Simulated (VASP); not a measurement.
# Si (a cell with a defect) in VASP: relaxation of the atoms with PBE

Aim: the relaxation of the atoms of Si (a cell with a defect) with PBE.

All numbers are computed with VASP 6.6.1; they aren't measurements. Logs are shortened: lines on timing, memory, paths and dates and some standing lists are left out, and cuts for length are marked.

## 1. The cell of the first run

The cell holds a defect, 17 atoms: a = 7.679 Å, b = 7.679 Å, c = 7.679 Å, α = 60.00°, β = 60.00°, γ = 60.00°.

## 2. Relaxation of the atoms, PBE

Contents of INCAR:

```
SYSTEM = Si
ALGO = Normal ; EDIFF = 1E-6
EDIFFG = -0.08 ; ENCUT = 520
GGA = PE ; IBRION = 2
ISIF = 2 ; ISMEAR = -1
LASPH = .True. ; LCHARG = .False.
LREAL = Auto ; LWAVE = .False.
NELM = 100 ; NSW = 45
PREC = Accurate ; SIGMA = 0.02
```

Contents of KPOINTS:

```
k-points
0
Gamma
  2 2 2
  0 0 0
```

Contents of POSCAR:

```
Si
1.0
    0.0000000000      5.4300000000      5.4300000000
    5.4300000000      0.0000000000      5.4300000000
    5.4300000000      5.4300000000      0.0000000000
Si
17
Direct
    0.0000000000      0.0000000000      0.0000000000
    0.1250000000      0.1250000000      0.1250000000
    0.0000000000      0.0000000000      0.5000000000
    0.1250000000      0.1250000000      0.6250000000
    0.0000000000      0.5000000000      0.0000000000
    0.1250000000      0.6250000000      0.1250000000
    0.0000000000      0.5000000000      0.5000000000
    0.1250000000      0.6250000000      0.6250000000
    0.5000000000      0.0000000000      0.0000000000
    0.6250000000      0.1250000000      0.1250000000
    0.5000000000      0.0000000000      0.5000000000
    0.6250000000      0.1250000000      0.6250000000
    0.5000000000      0.5000000000      0.0000000000
    0.6250000000      0.6250000000      0.1250000000
    0.5000000000      0.5000000000      0.5000000000
    0.6250000000      0.6250000000      0.6250000000
    0.8719937000      0.3832892000      0.8761171000
```

Potentials or basis: VASP PAW PBE potentials, release 64 (Si).

On the command line:

```
> cat potpaw_PBE.64/Si/POTCAR > POTCAR
> mpirun -np 1 vasp_std > vasp.out
```

OUTCAR:

```text
SYSTEM = Si
   EDIFF = 1E-6
   EDIFFG = -0.08
   ENCUT = 520
   GGA = PE
   IBRION = 2
   ISIF = 2
   ISMEAR = -1
   LASPH = .True.
   LREAL = Auto
   NELM = 100
   NSW = 45
   PREC = Accurate

 ion  position               nearest neighbor table
   1  0.000  0.000  0.000-   2 2.35   4 2.35   6 2.35  10 2.35  17 2.40
   2  0.125  0.125  0.125-   1 2.35   3 2.35   5 2.35   9 2.35  17 2.73
   3  0.000  0.000  0.500-   2 2.35   4 2.35   8 2.35  12 2.35
   4  0.125  0.125  0.625-   1 2.35   3 2.35   7 2.35  11 2.35  17 2.77
   5  0.000  0.500  0.000-  17 2.31   6 2.35   8 2.35  14 2.35   2 2.35
   6  0.125  0.625  0.125-   1 2.35   5 2.35   7 2.35  13 2.35
   7  0.000  0.500  0.500-   4 2.35   6 2.35   8 2.35  16 2.35  17 2.36
   8  0.125  0.625  0.625-   3 2.35   5 2.35   7 2.35  15 2.35  17 2.69
   9  0.500  0.000  0.000-   2 2.35  10 2.35  12 2.35  14 2.35
  10  0.625  0.125  0.125-   1 2.35   9 2.35  11 2.35  13 2.35  17 2.74
  11  0.500  0.000  0.500-   4 2.35  10 2.35  12 2.35  16 2.35
  12  0.625  0.125  0.625-   3 2.35   9 2.35  11 2.35  15 2.35
  13  0.500  0.500  0.000-  17 2.33  10 2.35  14 2.35  16 2.35   6 2.35
  14  0.625  0.625  0.125-   5 2.35   9 2.35  13 2.35  15 2.35  17 2.66
  15  0.500  0.500  0.500-   8 2.35  12 2.35  14 2.35  16 2.35
  16  0.625  0.625  0.625-   7 2.35  11 2.35  13 2.35  15 2.35  17 2.71
  17  0.872  0.383  0.876-   5 2.31  13 2.33   7 2.36   1 2.40  14 2.66   8 2.69  16 2.71   2 2.73
                            10 2.74   4 2.77

  LATTYP: Found a face centered cubic cell.
 ALAT       =    10.8600000000

  Lattice vectors:

 A1 = (   0.0000000000,   5.4300000000,   5.4300000000)
 A2 = (   5.4300000000,   0.0000000000,   5.4300000000)
 A3 = (   5.4300000000,   5.4300000000,   0.0000000000)

Analysis of symmetry for initial positions (statically):
=====================================================================
 Subroutine PRICEL returns:
 Original cell was already a primitive cell.

 Routine SETGRP: Setting up the symmetry group for a
 face centered cubic supercell.

 Subroutine GETGRP returns: Found  1 space group operations
 (whereof  1 operations were pure point group operations)
 out of a pool of 48 trial point group operations.

The static configuration has the point symmetry C_1 .

Analysis of symmetry for dynamics (positions and initial velocities):
=====================================================================
 Subroutine PRICEL returns:
 Original cell was already a primitive cell.

 Routine SETGRP: Setting up the symmetry group for a
 face centered cubic supercell.

 Subroutine GETGRP returns: Found  1 space group operations
 (whereof  1 operations were pure point group operations)
 out of a pool of 48 trial point group operations.

The dynamic configuration has the point symmetry C_1 .

 Subroutine INISYM returns: Found  1 space group operations
 (whereof  1 operations are pure point group operations),
 and found     1 'primitive' translations

----------------------------------------------------------------------------------------

                                     Primitive cell

  volume of cell :     320.2060

  direct lattice vectors                    reciprocal lattice vectors
     0.000000000  5.430000000  5.430000000    -0.092081031  0.092081031  0.092081031
     5.430000000  0.000000000  5.430000000     0.092081031 -0.092081031  0.092081031
     5.430000000  5.430000000  0.000000000     0.092081031  0.092081031 -0.092081031

  length of vectors
     7.679179644  7.679179644  7.679179644     0.159489025  0.159489025  0.159489025

  position of ions in fractional coordinates (direct lattice)
     0.000000000  0.000000000  0.000000000
     0.125000000  0.125000000  0.125000000
     0.000000000  0.000000000  0.500000000
     0.125000000  0.125000000  0.625000000
     0.000000000  0.500000000  0.000000000
     0.125000000  0.625000000  0.125000000
[... 9 lines left out ...]
     0.625000000  0.625000000  0.625000000
     0.871993700  0.383289200  0.876117100

  ion indices of the primitive-cell ions
   primitive index   ion index
                 1           1
                 2           2
                 3           3
                 4           4
                 5           5
                 6           6
[... 9 lines left out ...]
                16          16
                17          17

----------------------------------------------------------------------------------------

 KPOINTS: k-points

Automatic generation of k-mesh.
 Grid dimensions read from file:
 generate k-points for:    2    2    2

 Generating k-lattice:

  Cartesian coordinates                     Fractional coordinates (reciprocal lattice)
    -0.046040516  0.046040516  0.046040516     0.500000000  0.000000000  0.000000000
     0.046040516 -0.046040516  0.046040516     0.000000000  0.500000000  0.000000000
     0.046040516  0.046040516 -0.046040516     0.000000000  0.000000000  0.500000000

  Length of vectors
     0.079744512  0.079744512  0.079744512

  Shift w.r.t. Gamma in fractional coordinates (k-lattice)
     0.000000000  0.000000000  0.000000000

 Subroutine IBZKPT returns following result:
 ===========================================

 Found      8 irreducible k-points:

 Following reciprocal coordinates:
            Coordinates               Weight
  0.000000  0.000000  0.000000      1.000000
  0.500000  0.000000  0.000000      1.000000
  0.000000  0.500000  0.000000      1.000000
  0.000000  0.000000  0.500000      1.000000
  0.500000  0.500000  0.500000      1.000000
  0.500000  0.500000  0.000000      1.000000
  0.000000  0.500000  0.500000      1.000000
  0.500000  0.000000  0.500000      1.000000
   k-points           NKPTS =      8   k-points in BZ     NKDIM =      8   number of bands    NBANDS=     43
   number of dos      NEDOS =    301   number of ions     NIONS =     17
   total plane-waves  NPLWV = 216000
   dimension x,y,z NGX =    60 NGY =   60 NGZ =   60
   dimension x,y,z NGXF=   120 NGYF=  120 NGZF=  120
   ions per type =              17
   NGX,Y,Z   is equivalent  to a cutoff of  12.99, 12.99, 12.99 a.u.
   NGXF,Y,Z  is equivalent  to a cutoff of  25.98, 25.98, 25.98 a.u.
 SYSTEM =  Si
   PREC   = accura    normal or accurate (medium, high low for compatibility)
   ISTART =      0    job   : 0-new  1-cont  2-samecut
   ICHARG =      2    charge: 1-file 2-atom 10-const
   ISPIN  =      1    spin polarized calculation?
   LNONCOLLINEAR =      F non collinear calculations
   LSORBIT =      F    spin-orbit coupling
   LASPH  =      T    aspherical Exc in radial PAW
   ENCUT  =  520.0 eV  38.22 Ry    6.18 a.u.  14.28 14.28 14.28*2*pi/ulx,y,z
   NELM   =    100;   NELMIN=  2; NELMDL= -5     # of ELM steps
   EDIFF  = 0.1E-05   stopping-criterion for ELM
   LREAL  =      T    real-space projection
   EDIFFG = -.8E-01   stopping-criterion for IOM
   NSW    =     45    number of steps for IOM
   IBRION =      2    ionic relax: 0-MD 1-quasi-New 2-CG
   NFREE  =      1    steps in history (QN), initial steepest desc. (CG)
   ISIF   =      2    stress and relaxation
   ISYM   =      2    0-nonsym 1-usesym 2-fastsym
   POTIM  = 0.5000    time-step for ionic-motion
   TEBEG  =    0.0;   TEEND  =   0.0 temperature during run
   PSTRESS=    0.0 pullay stress
   NELECT =      68.0000    total number of electrons
   NUPDOWN=      -1.0000    fix difference up-down
   EMIN   =  10.00;   EMAX   =-10.00  energy-range for DOS
   EFERMI =   0.00;   METHOD = LEGACY
   ISMEAR =    -1;   SIGMA  =   0.02  broadening in eV -4-tet -1-fermi 0-gaus
   EFERMI_NEDOS =   21; number of points for ismear=-14 and -15
   IALGO  =     38    algorithm
   IMIX   =      4    mixing-type and parameters
     AMIX     =   0.40;   BMIX     =  1.00
     AMIX_MAG =   1.60;   BMIX_MAG =  1.00
  volume/ion in A,a.u.               =      18.84       127.11
  Fermi-wavevector in a.u.,A,eV,Ry     =   0.976715  1.845724 12.979587  0.953973
  Thomas-Fermi vector in A             =   2.107356
   LORBIT       =      0    0 simple, 1 ext, 2 COOP (PROOUT), +10 PAW based schemes
   GGA     = PE    functional components
   LHFCALC =     F    Hartree Fock is set to
   AEXX    =    0.0000 exact exchange contribution
   IVDW    =     0    specifies the selected vdW correction
   LEPSILON=     F    determine dielectric tensor
   LRPA    =     F    only Hartree local field effects (RPA)
 conjugate gradient relaxation of ions
 non-spin polarized calculation
  energy-cutoff  :      520.00
  volume of cell :      320.21
 maximum number of plane-waves:      8646
 NGX is ok and might be reduce to    60
   NGX = 29   NGY = 29   NGZ = 29

--------------------------------------- Ionic step        1  -------------------------------------------

 number of electron      68.0000004 magnetization

 Free energy of the ion-electron system (eV)
  ---------------------------------------------------
  ext. energy  EPLUGINS =         0.00000000
  ---------------------------------------------------
  free energy    TOTEN  =       -87.86076444 eV

  energy without entropy =      -87.85118282  energy(sigma->0) =      -87.85597363

------------------------ aborting loop because EDIFF is reached ----------------------------------------

  FORCE on cell =-STRESS in cart. coord.  units (eV):
  Direction    XX          YY          ZZ          XY          YZ          ZX
  --------------------------------------------------------------------------------------
  -------------------------------------------------------------------------------------
  Total       11.6836794     11.6576388     11.6650755      0.3601310      0.6485767     -0.1090553
  in kB       58.4602584     58.3299620     58.3671718      1.8019453      3.2452075     -0.5456671
  external PRESSURE =      58.3857974 kB  Pullay stress =       0.0000000 kB
[... 240 lines left out ...]
  energy  without entropy=      -87.9844390441  energy(sigma->0) =      -87.98957820

--------------------------------------- Ionic step        6  -------------------------------------------

 number of electron      68.0000000 magnetization

 Free energy of the ion-electron system (eV)
  ---------------------------------------------------
  ext. energy  EPLUGINS =         0.00000000
  ---------------------------------------------------
  free energy    TOTEN  =       -87.99550879 eV

  energy without entropy =      -87.98528645  energy(sigma->0) =      -87.99039762

 E-fermi :   6.9114     XC(G=0):  -9.6744

 val. band max:        6.6810139945   @ k =   0.0000   0.0000   0.0000
 cond. band min:       6.9259848961   @ k =   0.5000   0.0000   0.5000
 fundamental gap:      0.2449709016
 Fermi energy:         6.9113614685

 k-point     1 :       0.0000    0.0000    0.0000
  band No.  band energies     occupation
      1      -6.3189      2.00000
      2      -3.7742      2.00000
      3      -3.6297      2.00000
      4      -3.6278      2.00000
      5      -3.6253      2.00000
      6      -2.8092      2.00000
[... 401 lines left out ...]
  FREE ENERGIE OF THE ION-ELECTRON SYSTEM (eV)
  ---------------------------------------------------
  free  energy   TOTEN  =       -87.9955087939 eV

  energy  without entropy=      -87.9852864495  energy(sigma->0) =      -87.99039762

 reached required accuracy - stopping structural energy minimisation
```

It took 11 min on 1 thread of Oxide Virtual Turin-like, shared host; peak memory 0.5 GiB.

Results:

- Free energy: -87.9955 eV
- Energy gained by relaxing: 7.9 meV/atom
- Ionic steps: 6
- Pressure after relaxing: 5.3 GPa
- Largest force after relaxing: 0.041 eV/Å
- Band gap on the k mesh: zero (bands 34 and 35 overlap by 0.25 eV)

Forces on the atoms (eV/Å):
```
Si   0.009 -0.002  0.005
Si   0.011 -0.001  0.012
Si  -0.004  0.000 -0.006
Si   0.001 -0.006  0.005
Si   0.011 -0.005  0.005
Si  -0.015  0.002 -0.008
Si   0.013 -0.002  0.006
Si   0.004  0.006 -0.005
Si  -0.007  0.004 -0.006
Si   0.008 -0.010  0.001
Si  -0.002  0.007  0.000
Si   0.000 -0.001  0.000
Si   0.010 -0.002  0.009
Si  -0.005  0.003  0.002
Si   0.000 -0.005  0.004
Si   0.002  0.004 -0.004
Si  -0.035  0.008 -0.020
```

The path:
```csv
step,energy change (eV),largest force (eV/Å),pressure (GPa)
1,0.0000,1.1379,5.84
2,-0.1299,0.1568,5.36
3,-0.1304,0.1745,5.33
4,-0.1338,0.0830,5.33
5,-0.1340,0.0875,5.33
6,-0.1347,0.0410,5.34
```

Final structure:
```cif
data_structure
_symmetry_space_group_name_H-M 'P 1'
_symmetry_Int_Tables_number 1
_cell_length_a 7.6792
_cell_length_b 7.6792
_cell_length_c 7.6792
_cell_angle_alpha 60.000
_cell_angle_beta 60.000
_cell_angle_gamma 60.000
_cell_volume 320.21
loop_
_atom_site_label
_atom_site_type_symbol
_atom_site_fract_x
_atom_site_fract_y
_atom_site_fract_z
_atom_site_occupancy
Si1 Si 0.00153 0.99542 0.00149 1
Si2 Si 0.12796 0.12218 0.12799 1
Si3 Si 0.99867 0.00064 0.50043 1
Si4 Si 0.12789 0.12219 0.62207 1
Si5 Si 0.00276 0.50248 0.00267 1
Si6 Si 0.12427 0.62702 0.12527 1
Si7 Si 0.00213 0.50194 0.49375 1
Si8 Si 0.12805 0.62812 0.62201 1
Si9 Si 0.50039 0.00070 0.99859 1
Si10 Si 0.62196 0.12218 0.12796 1
Si11 Si 0.50029 0.00059 0.50039 1
Si12 Si 0.62504 0.12489 0.62499 1
Si13 Si 0.49285 0.50223 0.00240 1
Si14 Si 0.62191 0.62816 0.12812 1
Si15 Si 0.50051 0.49844 0.50062 1
Si16 Si 0.62191 0.62809 0.62201 1
Si17 Si 0.87389 0.37803 0.87535 1
```

Caveat: the k points lie up to 0.50 Å⁻¹ apart; the relaxation stopped at a loose force limit of 0.08 eV/Å, so its end isn't a converged minimum.
